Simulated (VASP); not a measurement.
**TiSe: relaxation of volume and atoms at fixed shape with PBEsol**

Crystal: TiSe.

```
Ti Se
1.0
     4.17836    0.00000    0.00000
     0.00000    4.17836    0.00000
     0.00000    0.00000    5.98442
Ti Se
2 2
Direct
  0.50000 0.50000 0.00000
  0.00000 0.00000 0.00000
  0.50000 0.00000 0.23944
  0.00000 0.50000 0.76056
```

* Program: VASP 6.6.1
* Task: relaxation of volume and atoms at fixed shape
* Functional: PBEsol
* Potentials or basis: VASP PAW PBE potentials, release 64 (Ti_sv, Se)
* Cutoff: 600 eV
* k mesh: 6 × 6 × 4
* Occupations: fermi-dirac, width 0.05 eV
* Spin: no spin polarisation
* Dipole correction: no
* Further INCAR settings: ALGO = Normal; EDIFF = 1e-06; IBRION = 2; EDIFFG = -0.01; NSW = 80; ISIF = 8

```yaml
Relaxed_volume: 24.18 Å³/atom
Relaxed_cell: a = 4.072 Å, b = 4.072 Å, c = 5.833 Å, α = 90.00°, β = 90.00°, γ = 90.00°
Space_group_after_relaxing_to_0.1_Å: P4/nmm (No. 129)
Energy_gained_by_relaxing: 12.3 meV/atom
Ionic_steps: 7
Pressure_after_relaxing: 0.0 GPa
Largest_force_after_relaxing: 0.006 eV/Å
Band_gap_on_the_k_mesh: zero (bands 18 and 19 overlap by 1.43 eV)
```

Forces on the atoms (eV/Å):
```
Ti   0.000  0.000  0.000
Ti   0.000  0.000  0.000
Se   0.000  0.000 -0.006
Se   0.000  0.000  0.006
```

Stress tensor (GPa, compression positive):
```
 0.36  0.00  0.00
 0.00  0.36  0.00
 0.00  0.00 -0.67
```

Step by step:
| step | energy change (eV) | largest force (eV/Å) | pressure (GPa) | volume (Å³) |
| --- | --- | --- | --- | --- |
| 1 | 0.0000 | 0.2704 | -2.70 | 104.48 |
| 2 | -0.0056 | 0.6458 | 2.52 | 97.98 |
| 3 | -0.0324 | 0.1910 | -0.13 | 100.99 |
| 4 | -0.0357 | 0.1730 | -0.13 | 100.54 |
| 5 | -0.0435 | 0.1151 | -0.11 | 99.22 |
| 6 | -0.0491 | 0.0137 | -0.04 | 96.60 |
| 7 | -0.0492 | 0.0063 | 0.01 | 96.74 |

Final structure:
```xyz
4
Lattice="4.0725 0.0000 0.0000 0.0000 4.0725 0.0000 0.0000 0.0000 5.8328" Properties=species:S:1:pos:R:3 pbc="T T T"
Ti    2.0362    2.0362    0.0000
Ti    0.0000    0.0000    0.0000
Se    2.0362    0.0000    1.4667
Se    0.0000    2.0362    4.3661
```

Levels at points of the mesh, in eV from the Fermi level:
```
           k point  band 14  band 15  band 16  band 17  band 18  band 19  band 20  band 21  band 22
(0.00, 0.00, 0.00)    -3.79    -3.21    -3.21    -1.36     0.78     0.79     0.88     1.50     1.93
(0.50, 0.00, 0.00)    -3.81    -3.44    -3.44     0.20     0.20     0.21     0.21     0.76     0.76
(0.50, 0.50, 0.00)    -3.31    -3.03    -3.03    -0.90    -0.90    -0.65    -0.65     1.40     1.40
(0.00, 0.00, 0.50)    -3.98    -2.96    -2.96    -1.36     0.47     0.95     1.19     2.04     2.04
(0.50, 0.00, 0.50)    -3.45    -3.31    -3.31     0.19     0.19     0.29     0.29     0.69     0.69
(0.50, 0.50, 0.50)    -3.88    -3.14    -3.14    -0.74    -0.74    -0.40    -0.40     1.12     1.12
```

Wall time 5.1 min on 1 thread of Intel(R) Xeon(R) Platinum 8559C (Emerald Rapids), with other jobs on the host, peak memory 0.29 GiB.

Caveat: the PAW data sets were made with another functional, which shifts forces and pressure a little; this functional lacks dispersion, which binds layers or chains, so the pressure and a relaxed spacing across them are unreliable.
